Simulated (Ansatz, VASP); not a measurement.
**Co: VASP beside Ansatz**

The input INCAR:

```
SYSTEM = Co
PREC = Accurate ; ENCUT = 520
EDIFF = 1E-6 ; ISMEAR = -1
SIGMA = 0.05 ; LREAL = .FALSE.
LASPH = .TRUE. ; NELM = 150
ALGO = Normal ; ISIF = 2
LWAVE = .FALSE. ; LCHARG = .TRUE.
ISPIN = 2 ; MAGMOM = 1.714 1.714
LORBIT = 11 ; LMAXMIX = 4
GGA = RE ; LELF = .TRUE.
LVHAR = .TRUE. ; NBANDS = 20
```

Contents of KPOINTS:

```
regular mesh
0
G
  23 23 13
  0 0 0
```

POSCAR

```
Co
1.0
    2.4782963646      0.0000000000      0.0000000000
   -1.2391481823      2.1462676098      0.0000000000
    0.0000000000      0.0000000000      4.0013342941
Co
2
Direct
    0.3333333333      0.6666666667      0.2500000000
    0.6666666667      0.3333333333      0.7500000000
```

Input for Ansatz:

```yaml
crystal:
  lattice:
    - [2.4782963646, 0.0, 0.0]
    - [-1.2391481823, 2.1462676098, 0.0]
    - [0.0, 0.0, 4.0013342941]
  atoms:
    - { symbol: Co, position: [0.3333333333, 0.6666666667, 0.25], spin: 1.714 }
    - { symbol: Co, position: [0.6666666667, 0.3333333333, 0.75], spin: 1.714 }
hamiltonian:
  xc: revpbe
  pseudopotentials:
    kind: paw
    azcp:
      Co: "pseudopotentials/Co.paw.azcp"
basis:
  ecutwfc: 420
  fft_grid_basis: typed
kpoints:
  mp_grid: { grid: [23, 23, 13], shift: [0, 0, 0] }
magnetization:
  spin_polarized: true
scf:
  occupations: { method: fermi_dirac, width: 0.05 }
output:
  stress: true
```

Alike in both runs: task single point; functional revPBE; k mesh 23 × 23 × 13; occupations fermi-dirac, width 0.05 eV; collinear spin.

```csv
,VASP,Ansatz
version,VASP 6.6.1,Ansatz 0.2.0
potentials or method,"VASP PAW PBE potentials, release 64 (Co), cutoff 520 eV","plane waves (420 eV) with PAW, scalar-relativistic"
valence electrons in the cell,18,34
```

|  | VASP | Ansatz | Ansatz less VASP |
| --- | --- | --- | --- |
| pressure (GPa) | 7.9 | 8.7 | +0.82 |
| traceless stress, the component that is largest in VASP (GPa) | 0.36 | 0.44 | +0.077 |
| net moment per atom (μB) | 1.59 | 1.59 | +0.008 |
| size of the moment on the site where the two differ most (μB) | 1.60 | 1.67 | +0.068 |

VASP's potentials were made for PBE, not for revPBE. Site moments also hang on the region over which each program counts them. With one functional, cell and mesh, what is left measures potentials, basis and numerics. VASP's potentials hold 18 valence electrons a cell and Ansatz's 34, so a difference there can come from the potentials and not from the codes.
